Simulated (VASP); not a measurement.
# Al2Cu in VASP: a series of runs, part 2 of 2

VASP 6.6.1.

## Step 4: Relaxation of cell and atoms, PBEsol

This run uses another cell than the first one, of 14.66 Å³/atom, 1.028 times its volume.

File INCAR:

```
PREC = Accurate
ENCUT = 600
EDIFF = 1E-6
ISMEAR = 0
SIGMA = 0.1
LREAL = F
LASPH = T
NELM = 100
ALGO = Normal
ISIF = 3
LWAVE = F
LCHARG = F
GGA = PS
IBRION = 2
NSW = 45
EDIFFG = -0.04
ISYM = 0
```

File KPOINTS:

```
regular mesh
0
Gamma
  5 4 5
```

File POSCAR:

```
Al2Cu
1.0
    4.7896815632      0.8622026395      0.0322940211
    0.8340935397      6.0767694659      0.8549194947
   -0.0263244385      0.6845036920      4.7480892640
Al Cu
6 3
Direct
    0.4161696358      0.1413257425      0.5162780236
    0.2492744687      0.6081225632      0.4838048158
    0.8176214490      0.3666755602      0.5329212665
    0.1029156414      0.8787260327      0.8781722461
    0.0994197848      0.3510470071      0.0049849823
    0.6078385064      0.8453532188      0.1429208365
    0.5423590741      0.4528382076      0.0440146870
    0.9346018712      0.0274865128      0.3273252825
    0.7295287832      0.7307905386      0.6829659100
```

Potentials or basis: VASP PAW PBE potentials, release 64 (Al, Cu).

Launch:

```sh
$ cat potpaw_PBE.64/Al/POTCAR potpaw_PBE.64/Cu/POTCAR > POTCAR
$ mpirun -np 1 vasp_std > vasp.out
```

OUTCAR:

```text
PREC = Accurate
   ENCUT = 600
   EDIFF = 1E-6
   ISMEAR = 0
   LREAL = F
   LASPH = T
   NELM = 100
   ISIF = 3
   GGA = PS
   IBRION = 2
   NSW = 45
   EDIFFG = -0.04
   ISYM = 0

 ion  position               nearest neighbor table
   1  0.416  0.141  0.516-   9 2.45   8 2.61   5 2.70   2 2.71   7 2.73   3 2.74   4 2.79   3 2.83
                             6 2.85   8 2.88   6 3.05   5 3.13
   2  0.249  0.608  0.484-   8 2.49   9 2.64   3 2.69   1 2.71   7 2.74   5 2.78   4 2.80   6 2.82
                             7 2.85   3 2.90   4 2.91   9 2.93   6 3.27   5 3.34
   3  0.818  0.367  0.533-   9 2.46   8 2.47   7 2.57   5 2.64   2 2.69   1 2.74   1 2.83   5 2.86
                             7 2.86   2 2.90   6 2.92   4 2.93
   4  0.103  0.879  0.878-   9 2.57   8 2.59   8 2.61   6 2.72   6 2.73   7 2.76   1 2.79   2 2.80
                             2 2.91   3 2.93   5 3.14   5 3.16
   5  0.099  0.351  0.005-   7 2.45   8 2.50   9 2.59   7 2.60   3 2.64   1 2.70   2 2.78   3 2.86
[... 391 lines left out ...]
  ext. energy  EPLUGINS =         0.00000000
  ---------------------------------------------------
  free energy    TOTEN  =       -37.99305722 eV

  energy without entropy =      -37.98182473  energy(sigma->0) =      -37.98744098

 E-fermi :   8.2653     XC(G=0): -11.0021

 val. band max:        8.2445710369   @ k =   0.4000   0.2500  -0.0000
 cond. band min:       8.2939941597   @ k =   0.2000   0.2500   0.4000
 fundamental gap:      0.0494231228
 Fermi energy:         8.2652954996

 k-point     1 :       0.0000    0.0000    0.0000
  band No.  band energies     occupation
      1      -2.9043      2.00000
      2       1.2429      2.00000
      3       1.6569      2.00000
      4       2.5341      2.00000
      5       2.7224      2.00000
      6       2.9986      2.00000
[... 781 lines left out ...]
     29      10.3972      0.00000
     30      11.3062      0.00000

 [... further k-points ...]
[... 5 lines left out ...]
  --------------------------------------------------------------------------------------
  -------------------------------------------------------------------------------------
  Total       -0.0702603     -0.0887627     -0.1070898      0.0559511     -0.0406817      0.0431227
  in kB       -0.8520866     -1.0764756     -1.2987386      0.6785504     -0.4933698      0.5229742
  external PRESSURE =      -1.0757669 kB  Pullay stress =       0.0000000 kB
[... 24 lines left out ...]
  FREE ENERGIE OF THE ION-ELECTRON SYSTEM (eV)
  ---------------------------------------------------
  free  energy   TOTEN  =       -37.9930572225 eV

  energy  without entropy=      -37.9818247284  energy(sigma->0) =      -37.98744098

 reached required accuracy - stopping structural energy minimisation
```

It took 26 min on 1 thread of Intel Xeon Platinum 8488C (Sapphire Rapids), shared host; peak memory 0.4 GiB.

Results:

```
Free energy                            : -37.9931 eV
Relaxed volume                         : 14.68 Å³/atom
Relaxed cell                           : a = 4.927 Å, b = 6.225 Å, c = 4.751 Å, α = 74.52°, β = 87.33°, γ = 70.38°
Space group after relaxing (to 0.05 Å) : P1 (No. 1)
Energy gained by relaxing              : 4.5 meV/atom
Ionic steps                            : 12
Pressure after relaxing                : -0.1 GPa
Largest force after relaxing           : 0.040 eV/Å
```

Forces on the atoms (eV/Å):
```
Al  -0.018  0.010 -0.004
Al  -0.033 -0.011 -0.020
Al   0.022  0.013 -0.009
Al  -0.017 -0.002  0.020
Al   0.011 -0.015  0.017
Al   0.018 -0.001 -0.001
Cu   0.011  0.004  0.000
Cu   0.000  0.008  0.007
Cu   0.007 -0.006 -0.009
```

Stress tensor (GPa, compression positive):
```
-0.09  0.07  0.05
 0.07 -0.11 -0.05
 0.05 -0.05 -0.13
```

Step by step:
| step | energy change (eV) | largest force (eV/Å) | pressure (GPa) | volume (Å³) |
| --- | --- | --- | --- | --- |
| 1 | 0.0000 | 0.2191 | 0.18 | 131.98 |
| 2 | -0.0221 | 0.1262 | -0.16 | 132.29 |
| 3 | -0.0309 | 0.0885 | -0.43 | 132.57 |
| 4 | -0.0311 | 0.0882 | -0.42 | 132.61 |
| 5 | -0.0358 | 0.0686 | 0.23 | 131.78 |
| 6 | -0.0360 | 0.0688 | 0.26 | 131.66 |
| 7 | -0.0381 | 0.0498 | -0.01 | 132.03 |
| 8 | -0.0383 | 0.0460 | -0.14 | 132.18 |
| 9 | -0.0392 | 0.0413 | 0.01 | 132.00 |
| 10 | -0.0397 | 0.0474 | 0.19 | 131.76 |
| 11 | -0.0403 | 0.0430 | 0.03 | 131.94 |
| 12 | -0.0405 | 0.0400 | -0.11 | 132.11 |

Final structure:
```
CELL_PARAMETERS angstrom
4.83700 0.93507 0.07188
0.93755 6.09869 0.82009
0.02815 0.65748 4.70484
ATOMIC_POSITIONS crystal
Al 0.41244 0.14365 0.51824
Al 0.24674 0.60631 0.48235
Al 0.81610 0.36770 0.53287
Al 0.10287 0.88390 0.87387
Al 0.10275 0.34713 0.00372
Al 0.60615 0.84212 0.14766
Cu 0.54161 0.45226 0.04395
Cu 0.93448 0.02721 0.32478
Cu 0.73659 0.73210 0.68594
```

Caveat: the PAW data sets were made with another functional, which shifts forces and pressure a little.

## Step 5: Single point, PBEsol

This run uses another cell than the first one, of 14.63 Å³/atom, 1.025 times its volume.

File INCAR:

```
PREC     = Accurate       # precision mode
ENCUT    = 520            # plane-wave cutoff, eV
EDIFF    = 1E-6           # SCF threshold, eV
ISMEAR   = 0              # smearing method
SIGMA    = 0.1            # smearing width, eV
LREAL    = False          # projectors in reciprocal space
LASPH    = True           # aspherical terms in the spheres
NELM     = 60             # most SCF steps
ALGO     = Normal         # electronic algorithm
ISIF     = 2              # what is computed and relaxed
LWAVE    = False          # write WAVECAR
LCHARG   = False          # write CHGCAR
GGA      = PS             # functional
NBANDS   = 36             # bands
```

File KPOINTS:

```
Automatic mesh
0
Gamma
  7 6 7
```

File POSCAR:

```
Al2Cu
1.0
    4.8325600000      0.9353750000      0.0738620000
    0.9407830000      6.0839670000      0.8158060000
    0.0311500000      0.6525570000      4.7043390000
Al Cu
6 3
Direct
    0.4117387589      0.1444173618      0.5173072855
    0.2469779100      0.6064760641      0.4833434943
    0.8181652619      0.3682296483      0.5310601829
    0.1021603410      0.8842161785      0.8747140644
    0.1028804337      0.3464669619      0.0035463081
    0.6071960402      0.8417466809      0.1475216744
    0.5418887836      0.4520636755      0.0444710750
    0.9338256492      0.0266145905      0.3257929591
    0.7348960361      0.7321342220      0.6856310066
```

Launch:

```sh
$ cat potpaw_PBE.64/Al/POTCAR potpaw_PBE.64/Cu/POTCAR > POTCAR
$ mpirun -np 1 vasp_std > vasp.out
```

Run time: 14 min. Hardware: 1 thread of AMD EPYC 9R45 (Zen 5), shared host; peak memory 0.58 GiB.

It converged, with:

```
Free energy   : -37.9401 eV
Pressure      : 0.4 GPa
Largest force : 0.087 eV/Å
```

Forces in eV/Å, atoms in the order of the input:
```
Al   0.022 -0.017  0.065
Al  -0.033 -0.022 -0.077
Al  -0.013  0.001  0.009
Al  -0.005  0.012  0.032
Al   0.034 -0.025  0.008
Al  -0.015 -0.001 -0.014
Cu  -0.020 -0.011 -0.014
Cu  -0.005  0.057 -0.006
Cu   0.034  0.005 -0.003
```

Stress tensor (GPa, compression positive):
```
 0.29  0.17  0.05
 0.17  0.31 -0.77
 0.05 -0.77  0.46
```

Levels at points of the mesh, in eV from the Fermi level:
```
           k point  band 22  band 23  band 24  band 25  band 26  band 27  band 28  band 29
(0.00, 0.00, 0.00)    -2.96    -2.78    -2.31    -1.61    -1.28     1.41     1.68     2.09
(0.00, 0.50, 0.00)    -2.05    -1.52    -0.86    -0.62    -0.31     0.52     0.74     0.78
```

Caveat: the PAW data sets were made with another functional, which shifts forces and pressure a little.

## Step 6: Summary

```csv
task,cell,k mesh,cutoff (eV),gap on the mesh (eV),pressure (GPa),largest force (eV/Å)
single point,"a = 6.191, b = 4.723, c = 4.601 Å, angles 82.2, 74.7, 85.1°, 9 atoms","2 × 3 × 3, shifted",520,none,0.3,0.02
single point,"a = 4.867, b = 6.193, c = 4.797 Å, angles 74.0, 88.5, 72.1°, 9 atoms","3 × 2 × 3, shifted",520,none,0.3,0.02
relaxation of cell and atoms,"relaxed from a = 4.867, b = 6.193, c = 4.797 Å, angles 74.0, 88.5, 72.1°, 9 atoms",5 × 4 × 5,600,none,-0.1,0.04
single point,"a = 4.923, b = 6.210, c = 4.749 Å, angles 74.6, 87.3, 70.3°, 9 atoms",7 × 6 × 7,520,none,0.4,0.09
```

Alike in all rows: level PBEsol; potentials or basis VASP PAW PBE potentials, release 64 (Al, Cu); no spin polarisation; smearing gaussian 0.1 eV.

Caveats: some runs use coarse meshes; the PAW data sets were made with another functional, which shifts forces and pressure a little.

Absolute energies hang on the potentials; compare differences alone.
